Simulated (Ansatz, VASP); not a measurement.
**CdF2 in VASP and in Ansatz**

The input INCAR:

```
PREC = Accurate ; ENCUT = 520
EDIFF = 1E-7 ; ISMEAR = 0
SIGMA = 0.02 ; LREAL = F
LASPH = T ; NELM = 60
ALGO = Normal ; ISIF = 2
LWAVE = F ; LCHARG = F
GGA = PE ; IVDW = 12
NBANDS = 20
```

KPOINTS

```
regular mesh
0
Gamma
  8 8 8
```

File POSCAR:

```
CdF2
1.0
    0.0000000000      2.7491955055      2.7491955055
    2.7491955055      0.0000000000      2.7491955055
    2.7491955055      2.7491955055      0.0000000000
Cd F
1 2
Direct
    0.0000000000      0.0000000000      0.0000000000
    0.2500000000      0.2500000000      0.2500000000
    0.7500000000      0.7500000000      0.7500000000
```

Input for Ansatz:

```yaml
crystal:
  lattice:
    - [0.0, 2.7491955055, 2.7491955055]
    - [2.7491955055, 0.0, 2.7491955055]
    - [2.7491955055, 2.7491955055, 0.0]
  atoms:
    - { symbol: Cd, position: [0.0, 0.0, 0.0] }
    - { symbol: F, position: [0.25, 0.25, 0.25] }
    - { symbol: F, position: [0.75, 0.75, 0.75] }
basis:
  ecutwfc: 420
kpoints:
  mp_grid: { grid: [8, 8, 8] }
hamiltonian:
  xc: pbe
  dispersion: d3bj
scf:
  occupations: { method: gaussian, width: 0.02 }
output:
  forces: true
  stress: true
  eigenvalues: true
```

Alike in both runs: task single point; functional PBE; dispersion D3(BJ); k mesh 8 × 8 × 8; occupations gaussian, width 0.02 eV; no spin polarisation.

|  | VASP | Ansatz |
| --- | --- | --- |
| version | VASP 6.6.1 | Ansatz 0.2.0 |
| potentials or method | VASP PAW PBE potentials, release 64 (Cd, F), cutoff 520 eV | scalar-relativistic, plane waves, PAW |
| valence electrons in the cell | 26 | 34 |

|  | VASP | Ansatz | Ansatz less VASP |
| --- | --- | --- | --- |
| gap on the k mesh at the Fermi level (eV) | 2.85 | 2.88 | +0.029 |
| least direct gap on the mesh (eV) | 3.42 | 3.45 | +0.029 |
| pressure (GPa) | -2.2 | -2.7 | -0.48 |

VASP's potentials hold 26 valence electrons a cell and Ansatz's 34, so a difference there can come from the potentials and not from the codes.
